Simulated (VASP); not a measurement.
# Si (P6_3/mmc) in VASP: G0W0 quasiparticle levels with r2SCAN

Aim: the G0W0 quasiparticle levels of Si with r2SCAN.

Program: VASP 6.6.1. These are calculated values, not measurements. Logs are shortened: lines on timing, memory, paths and dates and some standing lists are left out, and cuts for length are marked.

### Step 1. The cell of the first run

Symmetry: P6_3/mmc, No. 194, hexagonal system. Conventional cell: a = 3.832 Å, b = 3.832 Å, c = 6.341 Å, α = 90.00°, β = 90.00°, γ = 120.00°. Within 3.1 Å of Si (site symmetry 3m) lie 4 Si at 2.35 to 2.37 Å.

This isn't the form of Si at room conditions, which is diamond.

### Step 2. G0W0 quasiparticle levels, r2SCAN

Input file POSCAR:

```
Si
1.0
    3.8321167759      0.0000000000      0.0000000000
   -1.9160583880      3.3187104782      0.0000000000
    0.0000000000      0.0000000000      6.3412387344
Si
4
Direct
    0.3333333333      0.6666666667      0.0630612455
    0.6666666667      0.3333333333      0.5630612455
    0.3333333333      0.6666666667      0.4369387545
    0.6666666667      0.3333333333      0.9369387545
```

Input file INCAR.step1:

```
PREC = Accurate
ENCUT = 500
EDIFF = 1E-8
ISMEAR = 0
SIGMA = 0.01
LREAL = F
LASPH = T
NELM = 100
ALGO = Normal
LWAVE = T
LCHARG = F
METAGGA = R2SCAN
LMIXTAU = T
```

Input file INCAR.step2:

```
PREC = Accurate
ENCUT = 500
EDIFF = 1E-8
ISMEAR = 0
SIGMA = 0.01
LREAL = F
LASPH = T
NELM = 1
ALGO = Exact
LWAVE = T
LCHARG = F
METAGGA = R2SCAN
LMIXTAU = T
NBANDS = 139
LOPTICS = T
ISTART = 1
```

Input file INCAR.step3:

```
PREC = Accurate
ENCUT = 500
EDIFF = 1E-8
ISMEAR = 0
SIGMA = 0.01
LREAL = F
LASPH = T
ALGO = EVGW0
LWAVE = F
LCHARG = F
METAGGA = R2SCAN
LMIXTAU = T
NELMGW = 1
NBANDS = 139
ENCUTGW = 80.0
NOMEGA = 96
PRECFOCK = Fast
ISTART = 1
NBANDSGW = 16
OMEGAMAX = 20
```

Input file KPOINTS:

```
regular mesh
0
Gamma
  6 6 2
```

Potentials or basis: VASP PAW PBE potentials, release 64 (Si_GW).

The run is started by

```
$ cat potpaw_PBE.64/Si_GW/POTCAR > POTCAR
$ cp INCAR.step1 INCAR
$ mpirun -np 1 vasp_std > vasp.out
$ cp INCAR.step2 INCAR
$ mpirun -np 1 vasp_std > vasp.out
$ cp INCAR.step3 INCAR
$ mpirun -np 1 vasp_std > vasp.out
```

OUTCAR:

```text
PREC = Accurate
   ENCUT = 500
   EDIFF = 1E-8
   ISMEAR = 0
   LREAL = F
   LASPH = T
   METAGGA = R2SCAN
   NELMGW = 1
   ENCUTGW = 80.0
   PRECFOCK = Fast
   ISTART = 1

 ion  position               nearest neighbor table
   1  0.333  0.667  0.063-   4 2.35   4 2.35   4 2.35   3 2.37
   2  0.667  0.333  0.563-   3 2.35   3 2.35   3 2.35   4 2.37
   3  0.333  0.667  0.437-   2 2.35   2 2.35   2 2.35   1 2.37
   4  0.667  0.333  0.937-   1 2.35   1 2.35   1 2.35   2 2.37

  LATTYP: Found a hexagonal cell.
 ALAT       =     3.8321167759
 C/A-ratio  =     1.6547613513

  Lattice vectors:

 A1 = (   3.8321167759,   0.0000000000,   0.0000000000)
 A2 = (  -1.9160583880,   3.3187104782,   0.0000000000)
 A3 = (   0.0000000000,   0.0000000000,   6.3412387344)

Analysis of symmetry for initial positions (statically):
=====================================================================
 Subroutine PRICEL returns:
 Original cell was already a primitive cell.

 Routine SETGRP: Setting up the symmetry group for a
 hexagonal supercell.

 Subroutine GETGRP returns: Found 24 space group operations
 (whereof 12 operations were pure point group operations)
 out of a pool of 24 trial point group operations.

The static configuration has the point symmetry D_3d.
 The point group associated with its full space group is D_6h.

Analysis of symmetry for dynamics (positions and initial velocities):
=====================================================================
 Subroutine PRICEL returns:
 Original cell was already a primitive cell.

 Routine SETGRP: Setting up the symmetry group for a
 hexagonal supercell.

 Subroutine GETGRP returns: Found 24 space group operations
 (whereof 12 operations were pure point group operations)
 out of a pool of 24 trial point group operations.

The dynamic configuration has the point symmetry D_3d.
 The point group associated with its full space group is D_6h.

 Subroutine INISYM returns: Found 24 space group operations
 (whereof 12 operations are pure point group operations),
 and found     1 'primitive' translations

----------------------------------------------------------------------------------------

                                     Primitive cell

  volume of cell :      80.6459

  direct lattice vectors                    reciprocal lattice vectors
     3.832116776  0.000000000  0.000000000     0.260952382  0.150660928  0.000000000
    -1.916058388  3.318710478  0.000000000     0.000000000  0.301321856  0.000000000
     0.000000000  0.000000000  6.341238734     0.000000000  0.000000000  0.157697895

  length of vectors
     3.832116776  3.832116776  6.341238734     0.301321856  0.301321856  0.157697895

  position of ions in fractional coordinates (direct lattice)
     0.333333333  0.666666667  0.063061246
     0.666666667  0.333333333  0.563061246
     0.333333333  0.666666667  0.436938754
     0.666666667  0.333333333  0.936938754

  ion indices of the primitive-cell ions
   primitive index   ion index
                 1           1
                 2           2
                 3           3
                 4           4

----------------------------------------------------------------------------------------

 KPOINTS: regular mesh

Automatic generation of k-mesh.
 Grid dimensions read from file:
 generate k-points for:    6    6    2

 Generating k-lattice:

  Cartesian coordinates                     Fractional coordinates (reciprocal lattice)
     0.043492064  0.025110155  0.000000000     0.166666667  0.000000000  0.000000000
     0.000000000  0.050220309  0.000000000     0.000000000  0.166666667  0.000000000
     0.000000000  0.000000000  0.078848947     0.000000000  0.000000000  0.500000000

  Length of vectors
     0.050220309  0.050220309  0.078848947

  Shift w.r.t. Gamma in fractional coordinates (k-lattice)
     0.000000000  0.000000000  0.000000000

 Subroutine IBZKPT returns following result:
 ===========================================

 Found     14 irreducible k-points:

 Following reciprocal coordinates:
            Coordinates               Weight
  0.000000  0.000000  0.000000      1.000000
  0.166667  0.000000  0.000000      6.000000
  0.333333 -0.000000  0.000000      6.000000
  0.500000  0.000000  0.000000      3.000000
  0.166667  0.166667  0.000000      6.000000
  0.333333  0.166667  0.000000     12.000000
  0.333333  0.333333  0.000000      2.000000
  0.000000  0.000000  0.500000      1.000000
  0.166667  0.000000  0.500000      6.000000
  0.333333 -0.000000  0.500000      6.000000
  0.500000  0.000000  0.500000      3.000000
  0.166667  0.166667  0.500000      6.000000
  0.333333  0.166667  0.500000     12.000000
  0.333333  0.333333  0.500000      2.000000
   k-points           NKPTS =     14   k-points in BZ     NKDIM =     72   number of bands    NBANDS=    139
   number of dos      NEDOS =    301   number of ions     NIONS =      4
   total plane-waves  NPLWV =  37632
   dimension x,y,z NGX =    28 NGY =   28 NGZ =   48
   dimension x,y,z NGXF=    56 NGYF=   56 NGZF=   96
   ions per type =               4
   NGX,Y,Z   is equivalent  to a cutoff of  12.15, 12.15, 12.58 a.u.
   NGXF,Y,Z  is equivalent  to a cutoff of  24.29, 24.29, 25.17 a.u.
 SYSTEM =  unknown system
   PREC   = accura    normal or accurate (medium, high low for compatibility)
   ISTART =      1    job   : 0-new  1-cont  2-samecut
   ICHARG =      0    charge: 1-file 2-atom 10-const
   ISPIN  =      1    spin polarized calculation?
   LNONCOLLINEAR =      F non collinear calculations
   LSORBIT =      F    spin-orbit coupling
   LASPH  =      T    aspherical Exc in radial PAW
   ENCUT  =  500.0 eV  36.75 Ry    6.06 a.u.   6.99  6.99 11.56*2*pi/ulx,y,z
   NELM   =     60;   NELMIN=  2; NELMDL=  0     # of ELM steps
   EDIFF  = 0.1E-07   stopping-criterion for ELM
   LREAL  =      F    real-space projection
   EDIFFG = 0.1E-06   stopping-criterion for IOM
   NSW    =      0    number of steps for IOM
   IBRION =     -1    ionic relax: 0-MD 1-quasi-New 2-CG
   NFREE  =      0    steps in history (QN), initial steepest desc. (CG)
   ISIF   =      0    stress and relaxation
   ISYM   =      3    0-nonsym 1-usesym 2-fastsym
   POTIM  = 0.5000    time-step for ionic-motion
   TEBEG  =    0.0;   TEEND  =   0.0 temperature during run
   PSTRESS=    0.0 pullay stress
   NELECT =      16.0000    total number of electrons
   NUPDOWN=      -1.0000    fix difference up-down
   EMIN   =  10.00;   EMAX   =-10.00  energy-range for DOS
   EFERMI =   0.00;   METHOD = LEGACY
   ISMEAR =     0;   SIGMA  =   0.01  broadening in eV -4-tet -1-fermi 0-gaus
   EFERMI_NEDOS =   21; number of points for ismear=-14 and -15
   IALGO  =     38    algorithm
   IMIX   =      4    mixing-type and parameters
     AMIX     =   0.40;   BMIX     =  1.00
     AMIX_MAG =   1.60;   BMIX_MAG =  1.00
  volume/ion in A,a.u.               =      20.16       136.06
  Fermi-wavevector in a.u.,A,eV,Ry     =   0.954818  1.804345 12.404133  0.911678
  Thomas-Fermi vector in A             =   2.083600
   LORBIT       =      0    0 simple, 1 ext, 2 COOP (PROOUT), +10 PAW based schemes
   METAGGA = R2SCAN    functional components
   LHFCALC =     T    Hartree Fock is set to
   PRECFOCK=fast      Normal, Fast or Accurate (Low or Medium for compatibility)
   ENCUT4O =  -1.0   cutoff for four orbital integrals eV
   NKREDX  =     1    reduce k-point grid by
   NKREDY  =     1    reduce k-point grid by
   NKREDZ  =     1    reduce k-point grid by
   AEXX    =    1.0000 exact exchange contribution
   HFSCREEN=    0.0000 screening length (either q_TF or 0.3 A-1)
   HFSCREENC=   0.0000 screening length for correlation (either q_TF or 0.3 A-1)
   ENCUTFOCK=  -1.0 apply spherical cutoff to Coloumb kernel
   IVDW    =     0    specifies the selected vdW correction
   LEPSILON=     F    determine dielectric tensor
   LRPA    =     F    only Hartree local field effects (RPA)
   LRPAFORCE           =     F    calculate RPA forces
   ENCUTGW             =  80.0    cutoff for response function in eV
   ENCUTGWSOFT         =  64.0    soft cutoff for Coulomb kernel in GW response function in eV
   ENCUTLF             =  -1.0    cutoff for local field effects
   NELMGW              =     1    number of iterations in solving QP/BSE equation
   NELMHF              =     1    number of iterations in the inner HF iteration
   NKREDLFX            =     1    NKREDLFY  =   1   NKREDLFZ  =   1
 non-spin polarized calculation
 Gauss-broadening in eV      SIGMA  =   0.01
  energy-cutoff  :      500.00
  volume of cell :       80.65
 maximum number of plane-waves:      2060
 NGX is ok and might be reduce to    28
  NGX = 16; NGY = 16; NGZ = 28
   NGX = 13   NGY = 13   NGZ = 23
 maximum number of plane-waves:       138
 NGX is ok and might be reduce to    14

 QP shifts <psi_nk| G(iteration)W_0 |psi_nk>: iteration 1
 for sc-GW calculations column KS-energies equals QP-energies in previous step
 and V_xc(KS)=  KS-energies - (<T + V_ion + V_H > + <T+V_H+V_ion>^1  + <V_x>^1)

 k-point   1 :       0.0000    0.0000    0.0000
  band No.  KS-energies  QP-energies   sigma(KS)   V_xc(KS)     V^pw_x(r,r')   Z            occupation Imag(sigma)

      1      -7.1902      -7.0513     -10.8976     -11.1077     -17.4973       0.6612       2.0000       1.1718
      2      -4.7986      -4.7357     -11.2789     -11.3707     -16.8927       0.6855       2.0000       0.8122
      3      -1.9499      -2.0228     -10.6799     -10.5746     -14.8810       0.6911       2.0000       0.3834
      4       3.9747       3.7537     -11.5678     -11.2771     -13.0207       0.7601       2.0000       0.0383
      5       3.9747       3.7537     -11.5678     -11.2771     -13.0207       0.7601       2.0000       0.0383
      6       5.2015       4.9999     -11.6896     -11.4272     -12.7076       0.7685       2.0000       0.0281
[... 8 lines left out ...]
     15      10.0210      10.2819      -9.6079      -9.9552      -5.1582       0.7515       0.0000      -0.0920
     16      11.8505      12.1112      -9.0020      -9.3457      -4.3481       0.7586       0.0000      -0.1485

 k-point   2 :       0.1667    0.0000    0.0000
  band No.  KS-energies  QP-energies   sigma(KS)   V_xc(KS)     V^pw_x(r,r')   Z            occupation Imag(sigma)

      1      -6.8520      -6.7304     -10.9381     -11.1190     -17.3877       0.6725       2.0000       1.1315
      2      -4.4517      -4.4018     -11.3015     -11.3733     -16.7618       0.6950       2.0000       0.7637
      3      -1.7979      -1.8714     -10.8376     -10.7323     -14.9753       0.6982       2.0000       0.3732
      4       2.0600       1.8374     -11.0243     -10.7230     -13.0738       0.7387       2.0000       0.0702
      5       3.4014       3.1821     -11.3750     -11.0844     -12.9866       0.7546       2.0000       0.0434
      6       3.6845       3.4763     -11.6602     -11.3840     -13.2556       0.7539       2.0000       0.0458
[... 8 lines left out ...]
     15      11.2245      11.4353      -9.8144     -10.0982      -4.9945       0.7429       0.0000      -0.1405
     16      11.5933      11.7091      -8.9931      -9.1455      -4.2348       0.7596       0.0000      -0.1497
[... 208 lines left out ...]
      5       1.8229       1.5935     -10.7962     -10.4844     -12.9567       0.7357       2.0000       0.0754
      6       1.8229       1.5935     -10.7962     -10.4844     -12.9567       0.7357       2.0000       0.0754
[... 8 lines left out ...]
     15      12.8223      12.8537      -9.6202      -9.6625      -4.2508       0.7421       0.0000      -0.2495
     16      12.8223      12.8537      -9.6202      -9.6625      -4.2508       0.7421       0.0000      -0.2495

 k-point  14 :       0.3333    0.3333    0.5000
  band No.  KS-energies  QP-energies   sigma(KS)   V_xc(KS)     V^pw_x(r,r')   Z            occupation Imag(sigma)

      1      -3.5728      -3.5358     -11.3676     -11.4207     -16.4547       0.6991       2.0000       0.6363
      2      -3.5728      -3.5358     -11.3676     -11.4207     -16.4547       0.6991       2.0000       0.6363
      3      -2.1563      -2.2020     -11.1940     -11.1290     -15.5621       0.7025       2.0000       0.4307
      4      -2.1563      -2.2020     -11.1940     -11.1290     -15.5621       0.7025       2.0000       0.4307
      5       0.9039       0.6729     -10.4888     -10.1697     -13.0634       0.7237       2.0000       0.1122
      6       0.9039       0.6729     -10.4888     -10.1697     -13.0634       0.7237       2.0000       0.1122
[... 8 lines left out ...]
     15      12.2786      12.3082      -9.3894      -9.4288      -4.4813       0.7521       0.0000      -0.1855
     16      12.2786      12.3082      -9.3894      -9.4288      -4.4813       0.7521       0.0000      -0.1855
```

It took 14 min on 1 thread of Intel Xeon Platinum 8259CL at 2.50GHz (Skylake/Cascade Lake), shared host; peak memory 1.6 GiB.

Results:

```
Quasiparticle gap                                   : 0.91 eV
Least direct quasiparticle gap                      : 1.70 eV
Band gap of the starting levels on the mesh         : 0.62 eV
Least direct gap of the starting levels on the mesh : 1.36 eV
```

Caveat: the k points lie up to 0.50 Å⁻¹ apart; bands, screening cutoff and mesh are small and nothing is extrapolated, so the quasiparticle values aren't converged.
